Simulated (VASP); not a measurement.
KF:

```xyz
2
Lattice="0.0000 2.6544 2.6544 2.6544 0.0000 2.6544 2.6544 2.6544 0.0000" Properties=species:S:1:pos:R:3 pbc="T T T"
K     0.0000    0.0000    0.0000
F     2.6544    2.6544    2.6544
```

Program: VASP 6.6.1. Alike in all runs: task single point; potentials or basis VASP PAW PBE potentials, release 64 (K_sv, F); cell as given; cutoff (eV) 520. Hardware: 1 thread of Intel(R) Xeon(R) 6975P-C (Granite Rapids), on a shared host.

Question: Order these runs on this cell by their wall time, lowest first.
A. level PBE; spin off; k mesh 1 × 1 × 1, shifted; smearing gaussian 0.1 eV
B. level revPBE; spin collinear, ferromagnetic start; fixed moment (μB) 6.0; k mesh 2 × 2 × 2, shifted; smearing gaussian 0.1 eV
C. level PBE+D3(BJ); spin off; k mesh 6 × 6 × 6; smearing methfessel-paxton 0.11 eV

Answer: A (3 s), C (6.5 s), B (23 s).

Caveats: some runs use coarse meshes; three body term missing (some runs); the moment is held away from its start (some runs); the total moment is fixed, so each spin has its own Fermi level (some runs).
